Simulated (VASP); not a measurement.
Write the native input for VASP 6.6.1 that does the following.

```
Task                   : single point
Functional             : PBEsol
Potentials or basis    : VASP PAW PBE potentials, release 64 (Ti_sv, O)
Cutoff                 : 520 eV
k mesh                 : 10 × 10 × 10
Occupations            : gaussian, width 0.1 eV
Spin                   : collinear spin, ferromagnetic start
Starting moments       : [0.17, 0.17, 0.17, 0.0, 0.0, 0.0] μB
Dipole correction      : no
Further INCAR settings : ALGO = Normal; EDIFF = 1e-07; NBANDS = 40
```

The structure of TiO lies in POSCAR:

```
TiO
1.0
    4.0866680000      0.0000000000      0.0000000000
    0.0000000000      4.0866680000      0.0000000000
    0.0000000000      0.0000000000      4.0866680000
Ti O
3 3
Direct
    0.5000000000      0.5000000000      0.0000000000
    0.0000000000      0.5000000000      0.5000000000
    0.5000000000      0.0000000000      0.5000000000
    0.0000000000      0.5000000000      0.0000000000
    0.5000000000      0.0000000000      0.0000000000
    0.0000000000      0.0000000000      0.5000000000
```

These files were run (other wordings do the same):

INCAR

```
SYSTEM = TiO
  PREC = Accurate
  ENCUT = 520
  EDIFF = 1E-7
  ISMEAR = 0
  SIGMA = 0.1
  LREAL = .FALSE.
  LASPH = .TRUE.
  NELM = 150
  ALGO = Normal
  ISIF = 2
  LWAVE = .FALSE.
  LCHARG = .TRUE.
  ISPIN = 2
  MAGMOM = 0.17 0.17 0.17 0 0 0
  LORBIT = 11
  LMAXMIX = 4
  GGA = PS
  LELF = .TRUE.
  LVHAR = .TRUE.
  NBANDS = 40
```

KPOINTS

```
regular mesh
0
G
  10 10 10
  0 0 0
```

Potentials or basis: VASP PAW PBE potentials, release 64 (Ti_sv, O).

Command:

```console
$ cat potpaw_PBE.64/Ti_sv/POTCAR potpaw_PBE.64/O/POTCAR > POTCAR
$ mpirun -np 1 vasp_std > vasp.out
```

Results of the run:

| Quantity | Value |
| --- | --- |
| Pressure | -7.7 GPa |
| Band gap on the k mesh | zero (filled and empty bands overlap) |
| Net moment | 0.00 μB per cell |
| Valence electrons inside the program's atomic spheres | Ti 10.31; O 5.03 |

Caveat: the PAW data sets were made with another functional, which shifts forces and pressure a little; semilocal functionals often make such compounds metallic where correlation or magnetic order opens a gap, which also shifts bond lengths.

Run time: 6.8 min on 1 thread of Intel(R) Xeon(R) Platinum 8259CL CPU @ 2.50GHz (Skylake/Cascade Lake), on a shared host, peak memory 0.32 GiB.
